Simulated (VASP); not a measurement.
A run of VASP 6.6.1 is set up as follows.

File INCAR:

```
PREC = Accurate
ENCUT = 600
EDIFF = 1E-7
ISMEAR = 0
SIGMA = 0.1
LREAL = False
LASPH = True
NELM = 60
ALGO = Normal
ISIF = 3
LWAVE = False
LCHARG = False
GGA = PE
IBRION = 2
NSW = 90
EDIFFG = -0.04
```

The input KPOINTS:

```
regular mesh
0
Gamma
  4 4 4
```

POSCAR

```
BeBi
1.0
    0.0000000000      3.4543621015      3.4543621015
    3.4543621015      0.0000000000      3.4543621015
    3.4543621015      3.4543621015      0.0000000000
Be Bi
2 2
Direct
    0.5000000000      0.5000000000      0.5000000000
    0.7500000000      0.7500000000      0.7500000000
    0.0000000000      0.0000000000      0.0000000000
    0.2500000000      0.2500000000      0.2500000000
```

Potentials or basis: VASP PAW PBE potentials, release 64 (Be, Bi_d).

Launch:

```sh
$ cat potpaw_PBE.64/Be/POTCAR potpaw_PBE.64/Bi_d/POTCAR > POTCAR
$ mpirun -np 1 vasp_std > vasp.out
```

Problem. Estimate the space group after relaxing (to 0.05 Å).

Solution. Fd-3m (No. 227).

Problem. Predict the band gap on the k mesh.

Solution. Zero (band 17 reaches 9.26 eV, above the bottom of band 18 at 5.20 eV).

Problem. Estimate the relaxed cell.

Solution. a = 5.084 Å, b = 5.084 Å, c = 5.084 Å, α = 60.00°, β = 60.00°, γ = 60.00°.

Problem. Estimate the relaxed volume.

Solution. 23.23 Å³/atom.

Step by step:
| step | energy change (eV) | largest force (eV/Å) | pressure (GPa) | volume (Å³) |
| --- | --- | --- | --- | --- |
| 1 | 0.0000 | 0.0000 | 8.60 | 82.44 |
| 2 | -0.2350 | 0.0000 | -1.81 | 96.35 |
| 3 | -0.2546 | 0.0000 | 0.04 | 92.93 |

Caveat: the k points lie up to 0.38 Å⁻¹ apart in the final cell; spin-orbit coupling is left out, which moves the levels of the heavy elements.
